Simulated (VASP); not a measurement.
# Sn: relaxation of volume and atoms at fixed shape with PBEsol

Sn:

```
Sn
1.0
     0.00000    3.23334    3.23334
     3.23334    0.00000    3.23334
     3.23334    3.23334    0.00000
Sn
2
Direct
  0.00000 0.00000 0.00000
  0.25000 0.25000 0.25000
```

This isn't the form of Sn at room conditions, which is tetragonal (white tin).

| Quantity | Value |
| --- | --- |
| Program | VASP 6.6.1 |
| Task | relaxation of volume and atoms at fixed shape |
| Functional | PBEsol |
| Potentials or basis | VASP PAW PBE potentials, release 64 (Sn_d) |
| Cutoff | 600 eV |
| k mesh | 12 × 12 × 12 |
| Occupations | fermi-dirac, width 0.1 eV |
| Spin | no spin polarisation |
| Dipole correction | no |
| Further INCAR settings | ALGO = Normal; EDIFF = 1e-06; IBRION = 2; EDIFFG = -0.03; NSW = 60; ISIF = 8 |

```
Relaxed volume                        : 34.96 Å³/atom
Relaxed cell                          : a = 4.624 Å, b = 4.624 Å, c = 4.624 Å, α = 60.00°, β = 60.00°, γ = 60.00°
Space group after relaxing (to 0.1 Å) : Fd-3m (No. 227)
Energy gained by relaxing             : 5.3 meV/atom
Ionic steps                           : 3
Pressure after relaxing               : 0.0 GPa
Band gap on the k mesh                : zero (bands 14 and 15 overlap by 0.19 eV)
```

Step by step:
```tsv
step	energy change (eV)	largest force (eV/Å)	pressure (GPa)	volume (Å³)
1	0.0000	0.0000	1.52	67.61
2	-0.0091	0.0000	-0.48	70.79
3	-0.0106	0.0000	-0.01	69.91
```

Final structure:
```xyz
2
Lattice="0.0000 3.2697 3.2697 3.2697 0.0000 3.2697 3.2697 3.2697 0.0000" Properties=species:S:1:pos:R:3 pbc="T T T"
Sn    0.0000    0.0000    0.0000
Sn    1.6348    1.6348    1.6348
```

Levels at points of the mesh, in eV from the Fermi level:
```tsv
k point	band 12	band 13	band 14	band 15	band 16	band 17
(0.00, 0.00, 0.00)	-0.87	0.07	0.07	0.07	2.13	2.13
(0.50, 0.00, 0.00)	-6.25	-1.10	-1.10	-0.12	3.19	3.19
(0.50, 0.50, 0.00)	-7.47	-2.41	-2.41	0.77	0.77	7.55
```

Wall time 3.6 min on 1 thread of Intel(R) Xeon(R) Platinum 8259CL CPU @ 2.50GHz (Skylake/Cascade Lake) (shared host), peak memory 0.29 GiB.

Caveat: the PAW data sets were made with another functional, which shifts forces and pressure a little; spin-orbit coupling is left out, which moves the levels of the heavy elements. Zero-point motion and thermal expansion aren't in these numbers.
